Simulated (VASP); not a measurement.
Runs of VASP 6.6.1 on Na4TeC. The structure is that of space group P4/mmm (No. 123), or close to it. The cells are those of the table. 

```tsv
task	cell	k mesh	cutoff (eV)	gap on the mesh (eV)	pressure (GPa)	relaxed volume (Å³/atom)	largest force (eV/Å)
single point	a = 4.830, b = 4.830, c = 6.831 Å, 6 atoms	4 × 4 × 4	520	none	(b)	-	0.71
relaxation of cell and atoms	relaxed from a = 4.773, b = 4.773, c = 6.976 Å, 6 atoms	8 × 8 × 6	600	none	0.0	(a)	-
single point	a = 4.729, b = 4.729, c = 7.063 Å, 6 atoms	8 × 8 × 6	520	none	0.0	-	-
single point	a = 4.773, b = 4.773, c = 6.976 Å, 6 atoms	4 × 4 × 4	520	none	-0.1	-	-
relaxation of cell and atoms	relaxed from a = 4.830, b = 4.830, c = 6.831 Å, 6 atoms	4 × 4 × 4	600	none	0.0	26.47	0.02
```

Alike in all rows: level PBE; potentials or basis VASP PAW PBE potentials, release 64 (Na_pv, Te, C); no spin polarisation; smearing gaussian 0.1 eV.

Problem. Fill in the values left out.

Solution. (a) 26.37; (b) 1.0.

Caveats: spin-orbit coupling is left out, which moves the levels of the heavy elements.

A k mesh can miss the band edges, and the runs leave out spin-orbit coupling on Te.

A gap of «none» marks levels without a gap at the run's occupations.
